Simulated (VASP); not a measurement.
# CO2 (I-42d) in VASP: notebook

CO2 is run at these levels: PBEsol; tasks: single point, relaxation of cell and atoms.

Everything below comes from runs of VASP 6.6.1. Logs are shortened: lines on timing, memory, paths and dates and some standing lists are left out, and cuts for length are marked.

### 1 The cell of the first run

The structure is tetragonal, space group I-42d (No. 122). Conventional cell: a = 3.861 Å, b = 3.861 Å, c = 5.916 Å, α = 90.00°, β = 90.00°, γ = 90.00°. O (site symmetry 2) has 2 C at 1.39 Å within 1.9 Å. Within 1.9 Å of C (site symmetry -4) lie 4 O at 1.39 Å.

### 2 Single point, PBEsol

The input, INCAR:

```
SYSTEM = CO2
PREC     = Accurate       ! precision mode
ENCUT    = 520            ! plane-wave cutoff, eV
EDIFF    = 1E-6           ! SCF threshold, eV
ISMEAR   = -1             ! smearing method
SIGMA    = 0.05           ! smearing width, eV
LREAL    = .False.        ! projectors in reciprocal space
LASPH    = .True.         ! aspherical terms in the spheres
NELM     = 100            ! most SCF steps
ALGO     = Normal         ! electronic algorithm
ISIF     = 2              ! what is computed and relaxed
LWAVE    = .False.        ! write WAVECAR
LCHARG   = .True.         ! write CHGCAR
GGA      = PS             ! functional
LELF     = .True.         ! ELF
LVHAR    = .True.       
NBANDS   = 25             ! bands
```

The input, KPOINTS:

```
regular mesh
0
Gamma
  9 9 9
  0 0 0
```

The input, POSCAR:

```
CO2
1.0
   -1.9305593077      1.9305593077      2.9581318311
    1.9305593077     -1.9305593077      2.9581318311
    1.9305593077      1.9305593077     -2.9581318311
O C
4 2
Direct
    0.8750000000      0.9520917882      0.5770917882
    0.3750000000      0.2979082118      0.4229082118
    0.0479082118      0.6250000000      0.9229082118
    0.7020917882      0.1250000000      0.0770917882
    0.0000000000      0.0000000000      0.0000000000
    0.7500000000      0.2500000000      0.5000000000
```

Potentials or basis: VASP PAW PBE potentials, release 64 (O, C).

The run is started by

```
> cat potpaw_PBE.64/O/POTCAR potpaw_PBE.64/C/POTCAR > POTCAR
> mpirun -np 1 vasp_std > vasp.out
```

OUTCAR:

```text
SYSTEM = CO2
   PREC = Accurate
   ENCUT = 520
   EDIFF = 1E-6
   ISMEAR = -1
   LREAL = .False.
   LASPH = .True.
   NELM = 100
   ISIF = 2
   GGA = PS

 ion  position               nearest neighbor table
   1  0.875  0.952  0.577-   5 1.39   6 1.39
   2  0.375  0.298  0.423-   5 1.39   6 1.39
   3  0.048  0.625  0.923-   5 1.39   6 1.39
   4  0.702  0.125  0.077-   5 1.39   6 1.39
   5  0.000  0.000  0.000-   1 1.39   2 1.39   3 1.39   4 1.39
   6  0.750  0.250  0.500-   1 1.39   2 1.39   3 1.39   4 1.39

  LATTYP: Found a body centered tetragonal cell.
 ALAT       =     3.8611186154
 C/A-ratio  =     1.5322667474

  Lattice vectors:

 A1 = (  -1.9305593077,   1.9305593077,   2.9581318311)
 A2 = (   1.9305593077,  -1.9305593077,   2.9581318311)
 A3 = (   1.9305593077,   1.9305593077,  -2.9581318311)

Analysis of symmetry for initial positions (statically):
=====================================================================
 Subroutine PRICEL returns:
 Original cell was already a primitive cell.

 Routine SETGRP: Setting up the symmetry group for a
 body centered tetragonal supercell.

 Subroutine GETGRP returns: Found  8 space group operations
 (whereof  4 operations were pure point group operations)
 out of a pool of 16 trial point group operations.

The static configuration has the point symmetry S_4 .
 The point group associated with its full space group is D_2d.

Analysis of symmetry for dynamics (positions and initial velocities):
=====================================================================
 Subroutine PRICEL returns:
 Original cell was already a primitive cell.

 Routine SETGRP: Setting up the symmetry group for a
 body centered tetragonal supercell.

 Subroutine GETGRP returns: Found  8 space group operations
 (whereof  4 operations were pure point group operations)
 out of a pool of 16 trial point group operations.

The dynamic configuration has the point symmetry S_4 .
 The point group associated with its full space group is D_2d.

 Subroutine INISYM returns: Found  8 space group operations
 (whereof  4 operations are pure point group operations),
 and found     1 'primitive' translations

----------------------------------------------------------------------------------------

                                     Primitive cell

  volume of cell :      44.1005

  direct lattice vectors                    reciprocal lattice vectors
    -1.930559308  1.930559308  2.958131831     0.000000000  0.258992302  0.169025597
     1.930559308 -1.930559308  2.958131831     0.258992302  0.000000000  0.169025597
     1.930559308  1.930559308 -2.958131831     0.258992302  0.258992302  0.000000000

  length of vectors
     4.025501511  4.025501511  4.025501511     0.309267951  0.309267951  0.366270427

  position of ions in fractional coordinates (direct lattice)
     0.875000000  0.952091788  0.577091788
     0.375000000  0.297908212  0.422908212
     0.047908212  0.625000000  0.922908212
     0.702091788  0.125000000  0.077091788
     0.000000000  0.000000000  0.000000000
     0.750000000  0.250000000  0.500000000

  ion indices of the primitive-cell ions
   primitive index   ion index
                 1           1
                 2           2
                 3           3
                 4           4
                 5           5
                 6           6

----------------------------------------------------------------------------------------

 KPOINTS: regular mesh

Automatic generation of k-mesh.
 Grid dimensions read from file:
 generate k-points for:    9    9    9

 Generating k-lattice:

  Cartesian coordinates                     Fractional coordinates (reciprocal lattice)
     0.000000000  0.028776922  0.018780622     0.111111111 -0.000000000  0.000000000
     0.028776922  0.000000000  0.018780622    -0.000000000  0.111111111  0.000000000
     0.028776922  0.028776922  0.000000000     0.000000000  0.000000000  0.111111111

  Length of vectors
     0.034363106  0.034363106  0.040696714

  Shift w.r.t. Gamma in fractional coordinates (k-lattice)
     0.000000000  0.000000000  0.000000000

 Subroutine IBZKPT returns following result:
 ===========================================

 Found     75 irreducible k-points:

 Following reciprocal coordinates:
            Coordinates               Weight
  0.000000  0.000000  0.000000      1.000000
  0.111111  0.000000  0.000000      8.000000
  0.222222  0.000000  0.000000      8.000000
  0.333333  0.000000  0.000000      8.000000
  0.444444  0.000000  0.000000      8.000000
  0.111111  0.111111  0.000000      8.000000
[... 16 lines left out ...]
 -0.333333  0.333333  0.000000      4.000000
  0.444444  0.444444  0.000000      8.000000
 [... further k-points ...]
   k-points           NKPTS =     75   k-points in BZ     NKDIM =     75   number of bands    NBANDS=     25
   number of dos      NEDOS =    301   number of ions     NIONS =      6
   total plane-waves  NPLWV =  27000
   dimension x,y,z NGX =    30 NGY =   30 NGZ =   30
   dimension x,y,z NGXF=    60 NGYF=   60 NGZF=   60
   ions per type =               4   2
   NGX,Y,Z   is equivalent  to a cutoff of  12.39, 12.39, 12.39 a.u.
   NGXF,Y,Z  is equivalent  to a cutoff of  24.78, 24.78, 24.78 a.u.
 SYSTEM =  CO2
   PREC   = accura    normal or accurate (medium, high low for compatibility)
   ISTART =      0    job   : 0-new  1-cont  2-samecut
   ICHARG =      2    charge: 1-file 2-atom 10-const
   ISPIN  =      1    spin polarized calculation?
   LNONCOLLINEAR =      F non collinear calculations
   LSORBIT =      F    spin-orbit coupling
   LASPH  =      T    aspherical Exc in radial PAW
   ENCUT  =  520.0 eV  38.22 Ry    6.18 a.u.   7.48  7.48  7.48*2*pi/ulx,y,z
   NELM   =    100;   NELMIN=  2; NELMDL= -5     # of ELM steps
   EDIFF  = 0.1E-05   stopping-criterion for ELM
   LREAL  =      F    real-space projection
   EDIFFG = 0.1E-04   stopping-criterion for IOM
   NSW    =      0    number of steps for IOM
   IBRION =     -1    ionic relax: 0-MD 1-quasi-New 2-CG
   NFREE  =      0    steps in history (QN), initial steepest desc. (CG)
   ISIF   =      2    stress and relaxation
   ISYM   =      2    0-nonsym 1-usesym 2-fastsym
   POTIM  = 0.5000    time-step for ionic-motion
   TEBEG  =    0.0;   TEEND  =   0.0 temperature during run
   PSTRESS=    0.0 pullay stress
   NELECT =      32.0000    total number of electrons
   NUPDOWN=      -1.0000    fix difference up-down
   EMIN   =  10.00;   EMAX   =-10.00  energy-range for DOS
   EFERMI =   0.00;   METHOD = LEGACY
   ISMEAR =    -1;   SIGMA  =   0.05  broadening in eV -4-tet -1-fermi 0-gaus
   EFERMI_NEDOS =   21; number of points for ismear=-14 and -15
   IALGO  =     38    algorithm
   IMIX   =      4    mixing-type and parameters
     AMIX     =   0.40;   BMIX     =  1.00
     AMIX_MAG =   1.60;   BMIX_MAG =  1.00
  volume/ion in A,a.u.               =       7.35        49.60
  Fermi-wavevector in a.u.,A,eV,Ry     =   1.471105  2.779985 29.445031  2.164149
  Thomas-Fermi vector in A             =   2.586281
   LORBIT       =      0    0 simple, 1 ext, 2 COOP (PROOUT), +10 PAW based schemes
   GGA     = PS    functional components
   LHFCALC =     F    Hartree Fock is set to
   AEXX    =    0.0000 exact exchange contribution
   IVDW    =     0    specifies the selected vdW correction
   LEPSILON=     F    determine dielectric tensor
   LRPA    =     F    only Hartree local field effects (RPA)
 non-spin polarized calculation
  energy-cutoff  :      520.00
  volume of cell :       44.10
 maximum number of plane-waves:      1196
 NGX is ok and might be reduce to    30
   NGX = 15   NGY = 15   NGZ = 15

 number of electron      32.0000000 magnetization

 Free energy of the ion-electron system (eV)
  ---------------------------------------------------
  ext. energy  EPLUGINS =         0.00000000
  ---------------------------------------------------
  free energy    TOTEN  =       -46.07287555 eV

  energy without entropy =      -46.07287555  energy(sigma->0) =      -46.07287555

 E-fermi :   3.8189     XC(G=0): -11.7269

 val. band max:        2.7576770290   @ k =   0.4444   0.0000   0.0000
 cond. band min:      10.3733871251   @ k =   0.0000   0.0000   0.0000
 fundamental gap:      7.6157100961
 Fermi energy:         3.8188504714

 k-point     1 :       0.0000    0.0000    0.0000
  band No.  band energies     occupation
      1     -21.6790      2.00000
      2     -16.2977      2.00000
      3     -16.2977      2.00000
      4     -15.5818      2.00000
      5     -11.9090      2.00000
      6      -7.1845      2.00000
[... 17 lines left out ...]
     24      18.0421      0.00000
     25      18.0421      0.00000

 k-point     2 :       0.1111    0.0000    0.0000
  band No.  band energies     occupation
      1     -21.5933      2.00000
      2     -16.4924      2.00000
      3     -16.3234      2.00000
      4     -15.7075      2.00000
      5     -11.6413      2.00000
      6      -7.1696      2.00000
[... 17 lines left out ...]
     24      18.0190      0.00000
     25      18.1616      0.00000

 k-point     3 :       0.2222    0.0000    0.0000
  band No.  band energies     occupation
      1     -21.3477      2.00000
      2     -17.0770      2.00000
      3     -16.3788      2.00000
      4     -15.8690      2.00000
      5     -11.0690      2.00000
      6      -7.1504      2.00000
[... 17 lines left out ...]
     24      17.8465      0.00000
     25      18.2711      0.00000

 k-point     4 :       0.3333    0.0000    0.0000
  band No.  band energies     occupation
      1     -20.9905      2.00000
      2     -17.8004      2.00000
      3     -16.4272      2.00000
      4     -15.9820      2.00000
      5     -10.5392      2.00000
      6      -7.1063      2.00000
[... 17 lines left out ...]
     24      17.6512      0.00000
     25      18.0579      0.00000

 k-point     5 :       0.4444    0.0000    0.0000
  band No.  band energies     occupation
      1     -20.6666      2.00000
      2     -18.3398      2.00000
      3     -16.4507      2.00000
      4     -16.0504      2.00000
      5     -10.2492      2.00000
      6      -7.0507      2.00000
[... 17 lines left out ...]
     24      17.5954      0.00000
     25      18.0239      0.00000

 k-point     6 :       0.1111    0.1111    0.0000
  band No.  band energies     occupation
      1     -21.4549      2.00000
      2     -16.7721      2.00000
      3     -16.3706      2.00000
      4     -15.8943      2.00000
      5     -11.2353      2.00000
      6      -7.2344      2.00000
[... 17 lines left out ...]
     24      17.9159      0.00000
     25      18.1764      0.00000
[... 393 lines left out ...]
 k-point    21 :       0.4444    0.3333   -0.0000
  band No.  band energies     occupation
      1     -19.9722      2.00000
      2     -19.0845      2.00000
      3     -16.5426      2.00000
      4     -16.3233      2.00000
      5      -9.2998      2.00000
      6      -8.2783      2.00000
[... 17 lines left out ...]
     24      17.7386      0.00000
     25      18.2517      0.00000

 k-point    22 :      -0.4444    0.3333    0.0000
  band No.  band energies     occupation
      1     -20.3048      2.00000
      2     -18.6970      2.00000
      3     -16.4967      2.00000
      4     -16.2500      2.00000
      5      -9.6338      2.00000
      6      -8.3513      2.00000
[... 17 lines left out ...]
     24      17.4134      0.00000
     25      18.4163      0.00000

 k-point    23 :      -0.3333    0.3333    0.0000
  band No.  band energies     occupation
      1     -20.6699      2.00000
      2     -18.2146      2.00000
      3     -16.4719      2.00000
      4     -16.1252      2.00000
      5     -10.0783      2.00000
      6      -8.1993      2.00000
[... 17 lines left out ...]
     24      17.1108      0.00000
     25      18.6936      0.00000

 k-point    24 :       0.4444    0.4444    0.0000
  band No.  band energies     occupation
      1     -19.6084      2.00000
      2     -19.4759      2.00000
      3     -16.4557      2.00000
      4     -16.3986      2.00000
      5      -9.0287      2.00000
      6      -8.8170      2.00000
[... 17 lines left out ...]
     24      17.7421      0.00000
     25      18.2286      0.00000

 [... further k-points ...]

------------------------ aborting loop because EDIFF is reached ----------------------------------------

  FORCE on cell =-STRESS in cart. coord.  units (eV):
  Direction    XX          YY          ZZ          XY          YZ          ZX
  --------------------------------------------------------------------------------------
  -------------------------------------------------------------------------------------
  Total        1.9144689      1.9144689      1.8308060      0.0000000      0.0000000      0.0000000
  in kB       69.5528734     69.5528734     66.5133912      0.0000000      0.0000000      0.0000000
  external PRESSURE =      68.5397127 kB  Pullay stress =       0.0000000 kB

 VOLUME and BASIS-vectors are now :
 -----------------------------------------------------------------------------
  energy-cutoff  :      520.00
  volume of cell :       44.10
      direct lattice vectors                 reciprocal lattice vectors
    -1.930559308  1.930559308  2.958131831     0.000000000  0.258992302  0.169025597
     1.930559308 -1.930559308  2.958131831     0.258992302  0.000000000  0.169025597
     1.930559308  1.930559308 -2.958131831     0.258992302  0.258992302  0.000000000

 POSITION                                       TOTAL-FORCE (eV/Angst)
 -----------------------------------------------------------------------------------
      1.26294      0.96528      3.69766        -0.107222     -0.000000      0.000000
      0.66762      0.96528      0.73953         0.107222     -0.000000     -0.000000
      2.89584      0.66762     -0.73953         0.000000      0.107222     -0.000000
     -0.96528      1.26294      2.21860         0.000000     -0.107222      0.000000
      0.00000      0.00000      0.00000         0.000000     -0.000000     -0.000000
      0.00000      1.93056      1.47907         0.000000      0.000000      0.000000
 -----------------------------------------------------------------------------------
    total drift:                               -0.000000     -0.000000     -0.000000

  FREE ENERGIE OF THE ION-ELECTRON SYSTEM (eV)
  ---------------------------------------------------
  free  energy   TOTEN  =       -46.0728755456 eV

  energy  without entropy=      -46.0728755456  energy(sigma->0) =      -46.07287555
```

Run time: 34 s. Hardware: 1 thread of Intel Xeon 6975P-C (Granite Rapids), shared host; peak memory 0.2 GiB.

What came out:

```yaml
Free_energy: -46.0729 eV
Pressure: 6.9 GPa
Largest_force: 0.107 eV/Å
Band_gap_on_the_k_mesh: 7.62 eV (least direct gap 7.99 eV)
```

Forces on the atoms (eV/Å):
```
O   -0.107  0.000  0.000
O    0.107  0.000  0.000
O    0.000  0.107  0.000
O    0.000 -0.107  0.000
C    0.000  0.000  0.000
C    0.000  0.000  0.000
```

Caveat: the cell stands under pressure; the PAW data sets were made with another functional, which shifts forces and pressure a little; an odd mesh through Γ misses points on the zone boundary, where band edges can lie.

### 3 Single point, PBEsol

This run uses another cell than the first one, of 7.49 Å³/atom.

The input, INCAR:

```
SYSTEM = CO2
PREC = Accurate ; ENCUT = 520
EDIFF = 1E-6 ; ISMEAR = -1
SIGMA = 0.05 ; LREAL = .FALSE.
LASPH = .TRUE. ; NELM = 60
ALGO = Normal ; ISIF = 2
LWAVE = .FALSE. ; LCHARG = .FALSE.
GGA = PS ; NBANDS = 25
```

The input, KPOINTS:

```
regular mesh
0
G
  9 9 9
  0 0 0
```

The input, POSCAR:

```
CO2
1.0
   -1.9472280120      1.9472280120      2.9640853190
    1.9472280120     -1.9472280120      2.9640853190
    1.9472280120      1.9472280120     -2.9640853190
O C
4 2
Direct
    0.8750000000      0.9554254675      0.5804254675
    0.3750000000      0.2945745325      0.4195745325
    0.0445745325      0.6250000000      0.9195745325
    0.7054254675      0.1250000000      0.0804254675
    0.0000000000      0.0000000000      0.0000000000
    0.7500000000      0.2500000000      0.5000000000
```

Potentials or basis: VASP PAW PBE potentials, release 64 (O, C).

The run is started by

```
> cat potpaw_PBE.64/O/POTCAR potpaw_PBE.64/C/POTCAR > POTCAR
> mpirun -np 1 vasp_std > vasp.out
```

Run time: 34 s. Hardware: 1 thread of Intel Xeon 6975P-C (Granite Rapids), shared host; peak memory 0.2 GiB.

It converged, with:

```yaml
Free_energy: -46.0986 eV
Pressure: 3.8 GPa
Largest_force: 0.105 eV/Å
Band_gap_on_the_k_mesh: 7.61 eV (least direct gap 8.02 eV)
```

Forces in eV/Å, atoms in the order of the input:
```
O   -0.105  0.000  0.000
O    0.105  0.000  0.000
O    0.000  0.105  0.000
O    0.000 -0.105  0.000
C    0.000  0.000  0.000
C    0.000  0.000  0.000
```

Stress tensor (GPa, compression positive):
```
3.91 0.00 0.00
0.00 3.91 0.00
0.00 0.00 3.57
```

Levels at points of the mesh, in eV from the valence-band top:
| k point | band 13 | band 14 | band 15 | band 16 | band 17 | band 18 | band 19 | band 20 |
| --- | --- | --- | --- | --- | --- | --- | --- | --- |
| (0.00, 0.00, 0.00) | -1.31 | -0.86 | -0.86 | -0.41 | 7.61 | 9.53 | 9.53 | 9.59 |

Caveat: the cell stands under pressure; the PAW data sets were made with another functional, which shifts forces and pressure a little; an odd mesh through Γ misses points on the zone boundary, where band edges can lie.

### 4 Single point, PBEsol

This run uses another cell than the first one, of 7.59 Å³/atom.

The input, INCAR:

```
ALGO = Normal ; EDIFF = 1E-6
ENCUT = 520 ; GGA = PS
ISIF = 2 ; ISMEAR = -1
LASPH = True ; LCHARG = False
LREAL = False ; LWAVE = False
NBANDS = 25 ; NELM = 100
PREC = Accurate ; SIGMA = 0.05
```

The input, KPOINTS:

```
k-points
0
Gamma
  9 9 9
```

The input, POSCAR:

```
CO2
1.0
   -1.9591081673      1.9591081673      2.9681376509
    1.9591081673     -1.9591081673      2.9681376509
    1.9591081673      1.9591081673     -2.9681376509
O C
4 2
Direct
    0.8750000000      0.9577596174      0.5827596174
    0.3750000000      0.2922403826      0.4172403826
    0.0422403826      0.6250000000      0.9172403826
    0.7077596174      0.1250000000      0.0827596174
    0.0000000000      0.0000000000      0.0000000000
    0.7500000000      0.2500000000      0.5000000000
```

The run is started by

```
> cat potpaw_PBE.64/O/POTCAR potpaw_PBE.64/C/POTCAR > POTCAR
> mpirun -np 1 vasp_std > vasp.out
```

Wall time 33 s (1 thread of Intel Xeon 6975P-C (Granite Rapids), shared host); peak memory 0.2 GiB.

The run converged. Its results:

```yaml
Free_energy: -46.1074 eV
Pressure: 1.7 GPa
Largest_force: 0.099 eV/Å
Band_gap_on_the_k_mesh: 7.60 eV (least direct gap 8.03 eV)
```

Forces on the atoms (eV/Å):
```
O   -0.099  0.000  0.000
O    0.099  0.000  0.000
O    0.000  0.099  0.000
O    0.000 -0.099  0.000
C    0.000  0.000  0.000
C    0.000  0.000  0.000
```

Stress tensor (GPa, compression positive):
```
1.85 0.00 0.00
0.00 1.85 0.00
0.00 0.00 1.53
```

Levels at points of the mesh, in eV from the valence-band top:
```csv
k point,band 13,band 14,band 15,band 16,band 17,band 18,band 19,band 20
"(0.00, 0.00, 0.00)",-1.26,-0.88,-0.88,-0.42,7.60,9.44,9.44,9.46
```

Caveat: the PAW data sets were made with another functional, which shifts forces and pressure a little; an odd mesh through Γ misses points on the zone boundary, where band edges can lie.

[end of part 1 of 2]
